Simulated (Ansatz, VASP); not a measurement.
Re in VASP and in Ansatz

```xyz
3
Lattice="1.3839 0.7990 6.5646 -1.3839 0.7990 6.5646 0.0000 -1.5980 6.5646" Properties=species:S:1:pos:R:3 pbc="T T T"
Re    0.0000    0.0000    0.0000
Re    0.0000    0.0000    4.3755
Re    0.0000    0.0000   15.3184
```

Change from the starting cell: zz strain of -2 %.

Alike in both runs: task single point; functional PBE; k mesh 15 × 15 × 15; occupations fermi-dirac, width 0.05 eV; no spin polarisation.

```csv
,VASP,Ansatz
version,VASP 6.6.1,Ansatz 0.2.0
potentials or method,"VASP PAW PBE potentials, release 64 (Re), cutoff 520 eV","all-electron LAPW, scalar-relativistic"
```

|  | VASP | Ansatz | Ansatz less VASP |
| --- | --- | --- | --- |
| pressure (GPa) | 11.4 | 11.8 | +0.40 |
| traceless stress, the component that is largest in VASP (GPa) | 5.88 | 6.04 | +0.158 |
| rms of the force components (eV/Å) | 0.011 | 0.013 | +0.0024 |

Atom by atom the forces differ by 0.002 eV/Å (rms over components). Ansatz ran all-electron here, and VASP with PAW potentials.

Spin-orbit coupling is off throughout.
